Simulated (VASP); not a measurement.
Input of a VASP 6.6.1 run:

Contents of POSCAR:

```
C
1.0
    2.4554649024      0.0000000000      0.0000000000
   -1.2277324512      2.1264949836      0.0000000000
    0.0000000000      0.0000000000      6.7303738214
C
4
Direct
    0.0000000000      0.0000000000      0.7500000000
    0.0000000000      0.0000000000      0.2500000000
    0.3333333333      0.6666666667      0.7500000000
    0.6666666667      0.3333333333      0.2500000000
```

Contents of INCAR.step1:

```
SYSTEM = C
  PREC = Accurate
  ENCUT = 520
  ISMEAR = -1
  SIGMA = 0.15
  LREAL = .FALSE.
  LASPH = .TRUE.
  NELM = 60
  NBANDS = 16
  GGA = PE
  ALGO = Normal
  EDIFF = 1E-4
  LWAVE = .TRUE.
  LCHARG = .FALSE.
```

The input INCAR.step2:

```
SYSTEM = C
  PREC = Accurate
  ENCUT = 520
  EDIFF = 1E-6
  ISMEAR = -1
  SIGMA = 0.15
  LREAL = .FALSE.
  LASPH = .TRUE.
  NELM = 60
  ALGO = Normal
  ISIF = 2
  LWAVE = .FALSE.
  LCHARG = .FALSE.
  METAGGA = R2SCAN
  LMIXTAU = .TRUE.
  IVDW = 12
  VDW_S6 = 1.0
  VDW_S8 = 0.78981345
  VDW_A1 = 0.49484001
  VDW_A2 = 5.73083694
  NBANDS = 16
  ISTART = 1
```

KPOINTS

```
Automatic mesh
0
G
  21 21 6
  0 0 0
```

Potentials or basis: VASP PAW PBE potentials, release 64 (C).

Launch:

```sh
$ cat potpaw_PBE.64/C/POTCAR > POTCAR
$ cp INCAR.step1 INCAR
$ mpirun -np 1 vasp_std > vasp.out
$ cp INCAR.step2 INCAR
$ mpirun -np 1 vasp_std > vasp.out
```

(1) Estimate the pressure.

(2) Predict the band gap on the k mesh.

(3) Predict the dispersion energy per atom.

Answers

(1) 0.7 GPa.

(2) zero (band 8 reaches 4.67 eV, above the bottom of band 9 at 4.64 eV).

(3) -0.076 eV.

Caveat: the PAW data sets were made with another functional, which shifts forces and pressure a little.
